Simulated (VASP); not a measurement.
Write the native input for VASP 6.6.1 that does the following.

```yaml
Task: single point
Functional: LDA
Potentials_or_basis: VASP PAW LDA potentials, release 64 (Ge_d, H)
Cutoff: 520 eV
k_mesh: 3 × 3 × 1
Occupations: gaussian, width 0.05 eV
Spin: no spin polarisation
Dipole_correction: yes
Further_INCAR_settings: LREAL = Auto; ALGO = Normal; EDIFF = 1e-06; NBANDS = 164
```

The structure of Ge5H2 lies in POSCAR:

```
Ge5H2
1.0
    7.9504584305      0.0000000000      0.0000000000
    0.0000000000      7.9504584305      0.0000000000
    0.0000000000      0.0000000000     19.3782629924
Ge H
20 8
Direct
    0.5000000000      0.5000000000      0.2531929680
    0.5000000000      0.0000000000      0.2531929680
    0.0000000000      0.5000000000      0.2531929680
    0.0000000000      0.0000000000      0.2531929680
    0.7500000000      0.5000000000      0.3257204060
    0.7500000000      0.0000000000      0.3257204060
    0.2500000000      0.5000000000      0.3257204060
    0.2500000000      0.0000000000      0.3257204060
    0.7509179223      0.7480207443      0.4016845957
    0.7509179223      0.2519792557      0.4016845957
    0.2501364286      0.7466555302      0.3947020357
    0.2501364286      0.2533444698      0.3947020357
    0.0051927257      0.7246294259      0.4734933010
    0.0051927257      0.2753705741      0.4734933010
    0.4942829150      0.7645377270      0.4724533957
    0.4942829150      0.2354622730      0.4724533957
    0.1256852201      0.0000000000      0.4951144324
    0.0808511551      0.5000000000      0.5630255760
    0.4076440848      0.0000000000      0.5507138924
    0.3751458013      0.5000000000      0.5131069667
    0.5090621173      0.6542935074      0.2055986752
    0.5090621173      0.3457064926      0.2055986752
    0.5090621173      0.1542935074      0.2055986752
    0.5090621173     -0.1542935074      0.2055986752
   -0.0090621173      0.3457064926      0.2055986752
   -0.0090621173      0.6542935074      0.2055986752
   -0.0090621173     -0.1542935074      0.2055986752
   -0.0090621173      0.1542935074      0.2055986752
```

One way to write it, as run:

INCAR

```
SYSTEM = Ge5H2
PREC = Accurate
ENCUT = 520
EDIFF = 1E-6
ISMEAR = 0
SIGMA = 0.05
LREAL = Auto
LASPH = .True.
NELM = 60
ALGO = Normal
ISIF = 2
LWAVE = .False.
LCHARG = .False.
LDIPOL = .True.
IDIPOL = 3
DIPOL = 0.5 0.5 0.342
GGA = CA
NBANDS = 164
```

KPOINTS

```
Automatic mesh
0
Gamma
  3 3 1
  0 0 0
```

Potentials or basis: VASP PAW LDA potentials, release 64 (Ge_d, H).

The run is started by

```sh
$ cat potpaw_LDA.64/Ge_d/POTCAR potpaw_LDA.64/H/POTCAR > POTCAR
$ mpirun -np 1 vasp_std > vasp.out
```

Results of the run:

```yaml
Largest_force: 1.106 eV/Å
Band_gap_on_the_k_mesh: zero (bands 144 and 145 overlap by 0.05 eV)
```

Run time: 23 min on 1 thread of AMD EPYC 9R45 96-Core Processor (Zen 5), on a shared host, peak memory 1 GiB.
